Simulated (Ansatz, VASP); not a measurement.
## ZnS, level by level in two programs

```
CELL_PARAMETERS angstrom
3.78642 0.00000 0.00000
-1.89321 3.27913 0.00000
0.00000 0.00000 18.56455
ATOMIC_POSITIONS crystal
Zn 0.33333 0.66667 0.83333
Zn 0.66667 0.33333 0.33333
Zn 0.66667 0.33333 0.66667
Zn 0.33333 0.66667 0.16667
Zn 0.00000 0.00000 0.50000
Zn 0.00000 0.00000 0.00000
S 0.33333 0.66667 0.95833
S 0.66667 0.33333 0.45833
S 0.66667 0.33333 0.79167
S 0.33333 0.66667 0.29167
S 0.00000 0.00000 0.62500
S 0.00000 0.00000 0.12500
```

Single points on this cell with VASP 6.6.1 and Ansatz 0.2.0. Each row is one pair of runs. Alike in all rows: spin: off; k mesh: 8 × 8 × 2; smearing: fermi-dirac, width 0.05 eV; VASP's potentials, cutoff: VASP PAW PBE potentials, release 64 (Zn, S), 520 eV; Ansatz's potentials, cutoff: Ansatz PAW, 420 eV.

| level | gap on the k mesh at the Fermi level (eV), VASP | gap on the k mesh at the Fermi level (eV), Ansatz | least direct gap on the mesh (eV), VASP | least direct gap on the mesh (eV), Ansatz | pressure (GPa), VASP | pressure (GPa), Ansatz |
| --- | --- | --- | --- | --- | --- | --- |
| RPBE+D3(BJ) | 2.42 | 2.42 | 2.42 | 2.42 | -4.2 | -4.3 |
| PBE exchange alone | 2.31 | 2.30 | 2.31 | 2.30 | 14.7 | 14.8 |
| BLYP+D3(BJ) | 2.28 | 2.24 | 2.28 | 2.24 | 1.5 | 1.3 |

Gap on the k mesh at the fermi level (eV): the two programs differ by at most 0.035; least direct gap on the mesh (eV): the two programs differ by at most 0.035; pressure (GPa): the two programs differ by at most 0.17.
